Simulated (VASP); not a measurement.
Input of a VASP 6.6.1 run:

POSCAR

```
MgS
1.0
    0.0000000000      2.8308747667      2.8308747667
    2.8308747667      0.0000000000      2.8308747667
    2.8308747667      2.8308747667      0.0000000000
Mg S
1 1
Direct
    0.0000000000      0.0000000000      0.0000000000
    0.7500000000      0.7500000000      0.7500000000
```

File INCAR.step1:

```
SYSTEM = MgS
ALGO = Normal
EDIFF = 1E-4
ENCUT = 520
GGA = PE
ISMEAR = 0
LASPH = .True.
LCHARG = .False.
LREAL = .False.
LWAVE = .True.
NBANDS = 11
NELM = 60
PREC = Accurate
SIGMA = 0.01
```

INCAR.step2

```
SYSTEM = MgS
ALGO = Normal
EDIFF = 1E-6
ENCUT = 520
ISIF = 2
ISMEAR = 0
ISTART = 1
LASPH = .True.
LCHARG = .False.
LMIXTAU = .True.
LREAL = .False.
LWAVE = .False.
METAGGA = R2SCAN
NBANDS = 11
NELM = 60
PREC = Accurate
SIGMA = 0.01
```

File KPOINTS:

```
k-points
0
Gamma
  8 8 8
  0 0 0
```

Potentials or basis: VASP PAW PBE potentials, release 64 (Mg, S).

Launch:

```sh
$ cat potpaw_PBE.64/Mg/POTCAR potpaw_PBE.64/S/POTCAR > POTCAR
$ cp INCAR.step1 INCAR
$ mpirun -np 1 vasp_std > vasp.out
$ cp INCAR.step2 INCAR
$ mpirun -np 1 vasp_std > vasp.out
```

(1) Estimate the pressure.

(2) What does it give for the band gap on the k mesh?

Results:

(1) -0.3 GPa.

(2) 4.13 eV, direct.

Caveat: the PAW data sets were made with another functional, which shifts forces and pressure a little.
